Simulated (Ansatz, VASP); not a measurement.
Br in VASP and in Ansatz

INCAR

```
ALGO = Normal
EDIFF = 1E-7
ENCUT = 520
GGA = CA
ISIF = 2
ISMEAR = -1
LASPH = True
LCHARG = False
LREAL = False
LWAVE = False
NBANDS = 22
NELM = 80
PREC = Accurate
SIGMA = 0.05
```

KPOINTS

```
k-points
0
Gamma
  7 7 3
```

File POSCAR:

```
Br
1.0
    3.3855238279     -2.3379315741      0.0000000000
    3.3855238279      2.3379315741      0.0000000000
    0.0000000000      0.0000000000      8.7599328054
Br
4
Direct
    0.3651000000      0.6349000000      0.3901000000
    0.1349000000      0.8651000000      0.8901000000
    0.6349000000      0.3651000000      0.6099000000
    0.8651000000      0.1349000000      0.1099000000
```

input.yaml

```yaml
crystal:
  lattice:
    - [3.3855238279, -2.3379315741, 0.0]
    - [3.3855238279, 2.3379315741, 0.0]
    - [0.0, 0.0, 8.7599328054]
  atoms:
    - { symbol: Br, position: [0.3651, 0.6349, 0.3901] }
    - { symbol: Br, position: [0.1349, 0.8651, 0.8901] }
    - { symbol: Br, position: [0.6349, 0.3651, 0.6099] }
    - { symbol: Br, position: [0.8651, 0.1349, 0.1099] }
kpoints:
  mp_grid: { grid: [7, 7, 3] }
scf:
  occupations: { method: fermi_dirac, width: 0.05 }
hamiltonian:
  xc: lda
  pseudopotentials: { kind: all_electron, lapw: { basis_error: 0.002 } }
output:
  forces: true
  stress: true
  eigenvalues: true
```

Change from the starting cell: volume scaled by 1.02.

Alike in both runs: task single point; functional LDA; k mesh 7 × 7 × 3; occupations fermi-dirac, width 0.05 eV; no spin polarisation.

```csv
,VASP,Ansatz
version,VASP 6.6.1,Ansatz 0.2.0
potentials or method,"VASP PAW LDA potentials, release 64 (Br), cutoff 520 eV","all-electron LAPW, scalar-relativistic"
```

Ansatz gave:

- gap on the k mesh at the Fermi level (eV): 1.70
- least direct gap on the mesh (eV): 1.72
- pressure (GPa): -1.7
- traceless stress, the component that is largest in VASP (GPa): -0.64
- rms of the force components (eV/Å): 0.277

Q: What did VASP give for the same quantities?

A: gap on the k mesh at the Fermi level (eV): 1.70; least direct gap on the mesh (eV): 1.71; pressure (GPa): -1.7; traceless stress, the component that is largest in VASP (GPa): -0.65; rms of the force components (eV/Å): 0.295.

LDA's correlation is that of Perdew and Zunger in VASP and of Perdew and Wang (1992) in Ansatz. Atom by atom the forces differ by 0.019 eV/Å (rms over components). Ansatz ran all-electron here, and VASP with PAW potentials.
